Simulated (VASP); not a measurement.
Runs of VASP 6.6.1 on Se. The structure is that of space group Fd-3m (No. 227), or close to it. The cells are those of the table. This isn't the form of Se at room conditions, which is trigonal, of chains.

| task | cell | cutoff (eV) | gap on the mesh (eV) | pressure (GPa) |
| --- | --- | --- | --- | --- |
| single point | a = 3.422 Å, angles 60.0°, 2 atoms | 520 | none | (a) |
| relaxation of cell and atoms | relaxed to 140 GPa from a = 3.272 Å, angles 60.0°, 2 atoms | 600 | none | 140.0 |
| single point | a = 3.423 Å, angles 60.0°, 2 atoms | 520 | none | 142.6 |
| relaxation of cell and atoms | relaxed to 140 GPa from a = 3.422 Å, angles 60.0°, 2 atoms | 600 | none | 140.0 |

Alike in all rows: level LDA; potentials or basis VASP PAW LDA potentials, release 64 (Se); no spin polarisation; k mesh 13 × 13 × 13; smearing fermi-dirac 0.1 eV.

**Question.** Fill in the values left out.

**Answer.** (a) 142.8.

Caveats: the cell stands under pressure (at least some runs); the cell is relaxed towards a set pressure, so the run minimises the enthalpy, not the energy (at least some runs).

A k mesh can miss the band edges, and the runs leave out spin-orbit coupling on Se.

A gap of «none» marks levels without a gap at the run's occupations.
